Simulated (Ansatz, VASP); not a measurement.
PtS2 in VASP and in Ansatz

The input INCAR:

```
PREC = Accurate
ENCUT = 520
EDIFF = 1E-6
ISMEAR = 0
SIGMA = 0.05
LREAL = False
LASPH = True
NELM = 100
ALGO = Normal
ISIF = 2
LWAVE = False
LCHARG = True
GGA = PE
LELF = True
LVHAR = True
NBANDS = 18
```

Contents of KPOINTS:

```
Automatic mesh
0
Gamma
  12 12 8
```

File POSCAR:

```
PtS2
1.0
    3.5431994758      0.0000000000      0.0000000000
   -1.7715997379      3.0685007567      0.0000000000
    0.0000000000      0.0000000000      5.0388000000
Pt S
1 2
Direct
    0.0393484434      0.0288050598      0.0000000000
    0.3333333333      0.6666666667      0.2500000000
    0.6666666667      0.3333333333      0.7500000000
```

Input for Ansatz:

```yaml
crystal:
  lattice:
    - [3.5431994758, 0.0, 0.0]
    - [-1.7715997379, 3.0685007567, 0.0]
    - [0.0, 0.0, 5.0388]
  atoms:
    - { symbol: Pt, position: [0.0393484434, 0.0288050598, 0.0] }
    - { symbol: S, position: [0.3333333333, 0.6666666667, 0.25] }
    - { symbol: S, position: [0.6666666667, 0.3333333333, 0.75] }
basis:
  ecutwfc: 420
kpoints:
  mp_grid: { grid: [12, 12, 8] }
hamiltonian:
  xc: pbe
scf:
  occupations: { method: gaussian, width: 0.05 }
output:
  forces: true
  stress: true
  eigenvalues: true
```

Change from the starting cell: all Pt atoms moved +0.125 Å, as atom 1 along Cartesian [1 1 0].

Alike in both runs: task single point; functional PBE; k mesh 12 × 12 × 8; occupations gaussian, width 0.05 eV; no spin polarisation.

|  | VASP | Ansatz |
| --- | --- | --- |
| version | VASP 6.6.1 | Ansatz 0.2.0 |
| potentials or method | VASP PAW PBE potentials, release 64 (Pt, S), cutoff 520 eV | scalar-relativistic, plane waves, PAW |
| valence electrons in the cell | 22 | 30 |

Ansatz gave:

| Item | Value |
| --- | --- |
| gap on the k mesh at the Fermi level (eV) | 0.56 |
| least direct gap on the mesh (eV) | 0.81 |
| pressure (GPa) | 3.5 |
| traceless stress, the component that is largest in VASP (GPa) | -2.00 |
| rms of the force components (eV/Å) | 0.837 |

Which values does VASP return?

gap on the k mesh at the Fermi level (eV): 0.56; least direct gap on the mesh (eV): 0.81; pressure (GPa): 3.0; traceless stress, the component that is largest in VASP (GPa): -1.88; rms of the force components (eV/Å): 0.836.

Atom by atom the forces differ by 0.019 eV/Å (rms over components). VASP's potentials hold 22 valence electrons a cell and Ansatz's 30, so a difference there can come from the potentials and not from the codes.

Spin-orbit coupling is off throughout.
